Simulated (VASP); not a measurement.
Crystal: Cu.

```xyz
4
Lattice="2.5308 0.0000 0.0000 -1.2654 2.1917 0.0000 0.0000 0.0000 8.2618" Properties=species:S:1:pos:R:3 pbc="T T T"
Cu    0.0000    0.0000    0.0000
Cu    0.0000    1.4611    2.0655
Cu    0.0000    0.0000    4.1309
Cu    1.2654    0.7306    6.1964
```

This isn't the form of Cu at room conditions, which is fcc.

- Program: VASP 6.6.1
- Task: relaxation of cell and atoms
- Functional: LDA
- Potentials or basis: VASP PAW LDA potentials, release 64 (Cu)
- Cutoff: 600 eV
- k mesh: 11 × 11 × 3
- Occupations: fermi-dirac, width 0.05 eV
- Spin: no spin polarisation

At the start: pressure -7.5 GPa; volume 11.46 Å³/atom.

**Question.** How do energy, volume and symmetry change on relaxing?

**Answer.** Over 10 steps the energy falls by 13.9 meV/atom and the volume is 10.92 Å³/atom (-4.7 %); space group P6_3/mmc (No. 194, to 0.1 Å) before and after.

Step by step:
```tsv
step	energy change (eV)	largest force (eV/Å)	pressure (GPa)	volume (Å³)
1	0.0000	0.0000	-7.53	45.83
2	-0.0298	0.0000	6.13	42.35
3	-0.0551	0.0000	0.02	43.68
4	-0.0551	0.0000	0.00	43.63
5	-0.0484	0.0000	3.18	42.99
6	-0.0550	0.0000	0.51	43.59
7	-0.0554	0.0000	-0.54	43.79
8	-0.0554	0.0000	-0.57	43.74
9	-0.0554	0.0000	-0.27	43.70
10	-0.0555	0.0000	0.14	43.67
```

Final structure:
```cif
data_structure
_symmetry_space_group_name_H-M 'P 1'
_symmetry_Int_Tables_number 1
_cell_length_a 2.4833
_cell_length_b 2.4833
_cell_length_c 8.1761
_cell_angle_alpha 90.000
_cell_angle_beta 90.000
_cell_angle_gamma 120.000
_cell_volume 43.67
loop_
_atom_site_label
_atom_site_type_symbol
_atom_site_fract_x
_atom_site_fract_y
_atom_site_fract_z
_atom_site_occupancy
Cu1 Cu 0.00000 0.00000 0.00000 1
Cu2 Cu 0.33333 0.66667 0.25000 1
Cu3 Cu 0.00000 0.00000 0.50000 1
Cu4 Cu 0.66667 0.33333 0.75000 1
```
